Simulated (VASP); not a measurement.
SiC5, 6 atoms in the cell. Symmetry: P6/mmm, No. 191, hexagonal system. Conventional cell: a = 3.333 Å, b = 3.333 Å, c = 8.413 Å, α = 90.00°, β = 90.00°, γ = 120.00°. Within 2.6 Å of Si (site symmetry 6/mmm) lie 6 C at 1.92 Å. Within 2.2 Å of C (site symmetry mmm) lie 4 C at 1.67 Å. C (site symmetry -6m2) has 3 C at 1.92 Å and 3 Si at 1.92 Å within 2.6 Å. The cell was built from a structure type or drawn by symmetry, and may not be a known phase.

- Program: VASP 6.6.1
- Task: relaxation of cell and atoms
- Functional: PBE
- Potentials or basis: VASP PAW PBE potentials, release 64 (Si, C)
- Cutoff: 600 eV
- k mesh: 12 × 12 × 6
- Occupations: gaussian, width 0.1 eV
- Spin: no spin polarisation
- Dipole correction: no
- Further INCAR settings: ALGO = Normal; EDIFF = 1e-06; IBRION = 2; EDIFFG = -0.01; NSW = 100; ISIF = 3

Potentials or basis: VASP PAW PBE potentials, release 64 (Si, C).

Launch:

```console
$ cat potpaw_PBE.64/Si/POTCAR potpaw_PBE.64/C/POTCAR > POTCAR
$ mpirun -np 1 vasp_std > vasp.out
```

Hardware: 1 thread of Intel Xeon 8259CL, on a shared host.

Q: How long does it take, and how much memory?

A: It took 28 min on 1 thread of Intel Xeon 8259CL (shared host), peak memory 0.29 GiB. Counts: scf iterations 111, k points 76, ion steps 15.
